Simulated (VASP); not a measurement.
Set up this calculation in VASP 6.6.1, as the native input.

```yaml
Task: single point
Functional: PBE
Potentials_or_basis: VASP PAW PBE potentials, release 64 (Sc_sv)
Cutoff: 500 eV
k_mesh: 6 × 6 × 6
Occupations: gaussian, width 0.1 eV
Spin: no spin polarisation
Dipole_correction: no
Further_INCAR_settings: ALGO = Normal; EDIFF = 1e-06; NBANDS = 12
```

The structure of Sc lies in POSCAR:

```
Sc
1.0
   -2.1346778826      2.1346778826      2.1346778826
    2.1346778826     -2.1346778826      2.1346778826
    2.1346778826      2.1346778826     -2.1346778826
Sc
1
Direct
    0.0000000000      0.0000000000      0.0000000000
```

This cell differs from its parent crystal: In replaced by Sc, lengths x 1.118, strained.

One way to write it, as run:

INCAR

```
PREC = Accurate
ENCUT = 500
EDIFF = 1E-6
ISMEAR = 0
SIGMA = 0.1
LREAL = False
LASPH = True
NELM = 120
ALGO = Normal
ISIF = 2
LWAVE = False
LCHARG = True
GGA = PE
LELF = True
LVHAR = True
NBANDS = 12
GGA_COMPAT = False
```

KPOINTS

```
Automatic mesh
0
Gamma
  6 6 6
```

Potentials or basis: VASP PAW PBE potentials, release 64 (Sc_sv).

Command:

```console
$ cat potpaw_PBE.64/Sc_sv/POTCAR > POTCAR
$ mpirun -np 1 vasp_std > vasp.out
```

It gave:

- Pressure: -10.8 GPa

Caveat: the cell differs from its parent crystal (In replaced by Sc, lengths x 1.118, strained).

Run time: 4.1 s on 1 thread of Intel(R) Xeon(R) 6975P-C (Granite Rapids), on a shared host, peak memory 0.15 GiB.
